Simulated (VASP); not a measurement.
Ir: single point with PBE

The system is Ir.

```
Ir
1.0
     0.00000    1.93817    1.93817
     1.93817    0.00000    1.93817
     1.93817    1.93817    0.00000
Ir
1
Direct
  0.00000 0.00000 0.00000
```

```json
{"Program": "VASP 6.6.1", "Task": "single point", "Functional": "PBE", "Potentials or basis": "VASP PAW PBE potentials, release 64 (Ir)", "Cutoff": "500 eV", "k mesh": "8 × 8 × 8", "Occupations": "gaussian, width 0.1 eV", "Spin": "no spin polarisation", "Dipole correction": "no", "Further INCAR settings": "ALGO = Normal; EDIFF = 1e-06; NBANDS = 10"}
```

The pressure is 0.3 GPa and the band gap on the k mesh is zero (an odd number of electrons rules out a gap without spin polarisation).

Levels at points of the mesh, in eV from the Fermi level:
| k point | band 1 | band 2 | band 3 | band 4 | band 5 | band 6 | band 7 | band 8 | band 9 |
| --- | --- | --- | --- | --- | --- | --- | --- | --- | --- |
| (0.00, 0.00, 0.00) | -10.86 | -3.77 | -3.77 | -3.77 | -1.19 | -1.19 | 14.31 | 19.75 | 19.75 |
| (0.50, 0.00, 0.00) | -7.85 | -3.86 | -3.86 | -0.73 | 0.80 | 0.80 | 6.92 | 13.86 | 19.49 |
| (0.50, 0.50, 0.00) | -7.63 | -7.08 | 0.78 | 1.35 | 1.35 | 1.65 | 10.08 | 11.52 | 11.52 |

Wall time 4.8 s on 1 thread of Intel(R) Xeon(R) Platinum 8375C CPU @ 2.90GHz (Ice Lake), on a shared host, peak memory 0.13 GiB.

Caveat: spin-orbit coupling is left out, which moves the levels of the heavy elements.
